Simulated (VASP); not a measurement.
# Rh (Fm-3m) in VASP: notebook, part 2 of 2

VASP 6.6.1. The steps go on from the part before.

**3. Single point, PBE**

This run uses another cell than the first one, of 14.22 Å³/atom, 1.020 times its volume.

INCAR

```
SYSTEM = Rh
ALGO = Normal
EDIFF = 1E-6
ENCUT = 500
GGA = PE
GGA_COMPAT = .False.
ISIF = 2
ISMEAR = -1
LASPH = .True.
LCHARG = .True.
LELF = .True.
LREAL = .False.
LVHAR = .True.
LWAVE = .False.
NBANDS = 14
NELM = 120
PREC = Accurate
SIGMA = 0.05
```

KPOINTS

```
k-points
0
Gamma
  10 10 10
  0 0 0
```

POSCAR

```
Rh
1.0
    0.0000000000      1.9228245745      1.9228245745
    1.9228245745      0.0000000000      1.9228245745
    1.9228245745      1.9228245745      0.0000000000
Rh
1
Direct
    0.0000000000      0.0000000000      0.0000000000
```

Potentials or basis: VASP PAW PBE potentials, release 64 (Rh_pv).

Run with:

```
> cat potpaw_PBE.64/Rh_pv/POTCAR > POTCAR
> mpirun -np 1 vasp_std > vasp.out
```

Run time: 9.4 s. Hardware: 1 thread of AMD EPYC 7R13, shared host; peak memory 0.1 GiB.

It converged, with:

```
Free energy : -7.2715 eV
Pressure    : -2.9 GPa
```

Levels at points of the mesh, in eV from the Fermi level:
```tsv
k point	band 3	band 4	band 5	band 6	band 7	band 8	band 9	band 10	band 11	band 12
(0.00, 0.00, 0.00)	-46.35	-7.73	-2.95	-2.95	-2.95	-0.97	-0.97	15.99	20.59	21.27
(0.50, 0.00, 0.00)	-46.44	-5.87	-3.02	-3.02	0.51	0.51	0.75	8.28	15.49	20.59
(0.50, 0.50, 0.00)	-46.59	-6.03	-5.68	0.48	0.90	0.90	3.20	11.83	13.10	13.10
```

**4. Single point, PBE**

This run uses another cell than the first one, of 14.49 Å³/atom, 1.039 times its volume.

INCAR

```
ALGO = Normal
EDIFF = 1E-6
ENCUT = 500
GGA = PE
GGA_COMPAT = F
ISIF = 2
ISMEAR = -1
LASPH = T
LCHARG = F
LREAL = F
LWAVE = F
NBANDS = 14
NELM = 120
PREC = Accurate
SIGMA = 0.05
```

KPOINTS

```
k-points
0
Gamma
  10 10 10
```

POSCAR

```
Rh
1.0
    0.0000000000      1.9350721950      1.9350721950
    1.9350721950      0.0000000000      1.9350721950
    1.9350721950      1.9350721950      0.0000000000
Rh
1
Direct
    0.0000000000      0.0000000000      0.0000000000
```

Potentials or basis: VASP PAW PBE potentials, release 64 (Rh_pv).

Run with:

```
> cat potpaw_PBE.64/Rh_pv/POTCAR > POTCAR
> mpirun -np 1 vasp_std > vasp.out
```

OUTCAR:

```text
EDIFF = 1E-6
   ENCUT = 500
   GGA = PE
   ISIF = 2
   ISMEAR = -1
   LASPH = T
   LREAL = F
   NELM = 120
   PREC = Accurate

 ion  position               nearest neighbor table
   1  0.000  0.000  0.000-

  LATTYP: Found a face centered cubic cell.
 ALAT       =     3.8701443900

  Lattice vectors:

 A1 = (   0.0000000000,   1.9350721950,   1.9350721950)
 A2 = (   1.9350721950,   0.0000000000,   1.9350721950)
 A3 = (   1.9350721950,   1.9350721950,   0.0000000000)

Analysis of symmetry for initial positions (statically):
=====================================================================
 Subroutine PRICEL returns:
 Original cell was already a primitive cell.

 Routine SETGRP: Setting up the symmetry group for a
 face centered cubic supercell.

 Subroutine GETGRP returns: Found 48 space group operations
 (whereof 48 operations were pure point group operations)
 out of a pool of 48 trial point group operations.

The static configuration has the point symmetry O_h .

Analysis of symmetry for dynamics (positions and initial velocities):
=====================================================================
 Subroutine PRICEL returns:
 Original cell was already a primitive cell.

 Routine SETGRP: Setting up the symmetry group for a
 face centered cubic supercell.

 Subroutine GETGRP returns: Found 48 space group operations
 (whereof 48 operations were pure point group operations)
 out of a pool of 48 trial point group operations.

The dynamic configuration has the point symmetry O_h .

 Subroutine INISYM returns: Found 48 space group operations
 (whereof 48 operations are pure point group operations),
 and found     1 'primitive' translations

----------------------------------------------------------------------------------------

                                     Primitive cell

  volume of cell :      14.4918
[... 106 lines left out ...]
     AMIX     =   0.40;   BMIX     =  1.00
     AMIX_MAG =   1.60;   BMIX_MAG =  1.00
  volume/ion in A,a.u.               =      14.49        97.80
  Fermi-wavevector in a.u.,A,eV,Ry     =   1.656017  3.129418 37.312505  2.742392
  Thomas-Fermi vector in A             =   2.744014
   LORBIT       =      0    0 simple, 1 ext, 2 COOP (PROOUT), +10 PAW based schemes
   GGA     = PE    functional components
   LHFCALC =     F    Hartree Fock is set to
   AEXX    =    0.0000 exact exchange contribution
   IVDW    =     0    specifies the selected vdW correction
   LEPSILON=     F    determine dielectric tensor
   LRPA    =     F    only Hartree local field effects (RPA)
 non-spin polarized calculation
  energy-cutoff  :      500.00
  volume of cell :       14.49
 maximum number of plane-waves:       377
   NGX =  9   NGY =  9   NGZ =  9

 number of electron      14.9999993 magnetization

 Free energy of the ion-electron system (eV)
  ---------------------------------------------------
  ext. energy  EPLUGINS =         0.00000000
  ---------------------------------------------------
  free energy    TOTEN  =        -7.26264560 eV

  energy without entropy =       -7.24912622  energy(sigma->0) =       -7.25588591

 E-fermi :  10.9815     XC(G=0): -13.6956

 val. band max:       10.9515669620   @ k =  -0.3000   0.3000   0.1000
 cond. band min:      10.9824365622   @ k =  -0.4000   0.5000   0.1000
 fundamental gap:      0.0308696003
 Fermi energy:        10.9815300735

 k-point     1 :       0.0000    0.0000    0.0000
  band No.  band energies     occupation
      1     -35.3352      2.00000
      2     -35.3352      2.00000
      3     -35.3352      2.00000
      4       3.3884      2.00000
      5       8.1211      2.00000
      6       8.1211      2.00000
      7       8.1211      2.00000
      8      10.0401      2.00000
      9      10.0401      2.00000
     10      26.9810      0.00000
     11      31.6318      0.00000
     12      32.1485      0.00000
     13      32.1485      0.00000
     14      32.1485      0.00000
[... 377 lines left out ...]
      1     -35.7999      2.00000
      2     -35.5271      2.00000
      3     -35.5081      2.00000
      4       5.7763      2.00000
      5       6.0951      2.00000
      6       9.6366      2.00000
      7      10.3349      2.00000
      8      11.3911      0.00055
      9      12.2941      0.00000
     10      24.8073      0.00000
     11      26.6263      0.00000
     12      26.6435      0.00000
     13      31.6188      0.00000
     14      32.1045      0.00000

 [... further k-points ...]
[... 5 lines left out ...]
  --------------------------------------------------------------------------------------
  -------------------------------------------------------------------------------------
  Total       -0.6555949     -0.6555949     -0.6555949      0.0000000     -0.0000000      0.0000000
  in kB      -72.4810744    -72.4810744    -72.4810744      0.0000000     -0.0000000      0.0000000
  external PRESSURE =     -72.4810744 kB  Pullay stress =       0.0000000 kB

 VOLUME and BASIS-vectors are now :
 -----------------------------------------------------------------------------
  energy-cutoff  :      500.00
  volume of cell :       14.49
      direct lattice vectors                 reciprocal lattice vectors
     0.000000000  1.935072195  1.935072195    -0.258388292  0.258388292  0.258388292
     1.935072195  0.000000000  1.935072195     0.258388292 -0.258388292  0.258388292
     1.935072195  1.935072195  0.000000000     0.258388292  0.258388292 -0.258388292

 POSITION                                       TOTAL-FORCE (eV/Angst)
 -----------------------------------------------------------------------------------
      0.00000      0.00000      0.00000         0.000000     -0.000000      0.000000
 -----------------------------------------------------------------------------------
    total drift:                               -0.000000     -0.000000     -0.000000

  FREE ENERGIE OF THE ION-ELECTRON SYSTEM (eV)
  ---------------------------------------------------
  free  energy   TOTEN  =        -7.2626455984 eV

  energy  without entropy=       -7.2491262169  energy(sigma->0) =       -7.25588591
```

stdout:

```text
POSCAR found type information on POSCAR Rh
 POSCAR found :  1 types and       1 ions
 scaLAPACK will be used
 LDA part: xc-table for (Slater+PW92), standard interpolation
 POSCAR, INCAR and KPOINTS ok, starting setup
 FFT: planning ... GRIDC
 FFT: planning ... GRID_SOFT
 FFT: planning ... GRID
 WAVECAR not read
 entering main loop
```

Run time: 9.5 s. Hardware: 1 thread of AMD EPYC 7R13, shared host; peak memory 0.1 GiB.

What came out:

```
Free energy : -7.2626 eV
Pressure    : -7.2 GPa
```

**5. Overview**

| cell | gap on the mesh (eV) | pressure (GPa) |
| --- | --- | --- |
| a = 2.702 Å, angles 60.0°, 1 atom | none | 2.1 |
| a = 2.719 Å, angles 60.0°, 1 atom | none | -2.9 |
| a = 2.737 Å, angles 60.0°, 1 atom | none | -7.2 |

Alike in all rows: task single point; level PBE; potentials or basis VASP PAW PBE potentials, release 64 (Rh_pv); no spin polarisation; k mesh 10 × 10 × 10; cutoff (eV) 500; smearing fermi-dirac 0.05 eV.

Absolute energies hang on the potentials; compare differences alone.
